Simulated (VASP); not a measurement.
Input of a VASP 6.6.1 run:

INCAR

```
SYSTEM = Au
  PREC = Accurate
  ENCUT = 520
  EDIFF = 1E-6
  ISMEAR = -1
  SIGMA = 0.05
  LREAL = .FALSE.
  LASPH = .TRUE.
  NELM = 80
  ALGO = Normal
  ISIF = 2
  LWAVE = .FALSE.
  LCHARG = .TRUE.
  GGA = PE
  LELF = .TRUE.
  LVHAR = .TRUE.
  NBANDS = 12
```

The input KPOINTS:

```
Automatic mesh
0
G
  10 10 10
  0 0 0
```

The input POSCAR:

```
Au
1.0
    2.7845774371      0.0000000000      0.0000000000
    0.0000000000      2.7845774371      0.0000000000
    0.0000000000      0.0000000000      2.7845774371
Au
1
Direct
    0.5000000000      0.5000000000      0.5000000000
```

Potentials or basis: VASP PAW PBE potentials, release 64 (Au).

Command:

```console
$ cat potpaw_PBE.64/Au/POTCAR > POTCAR
$ mpirun -np 1 vasp_std > vasp.out
```

(1) Estimate the pressure.

## Answers

(1) -3.7 GPa.
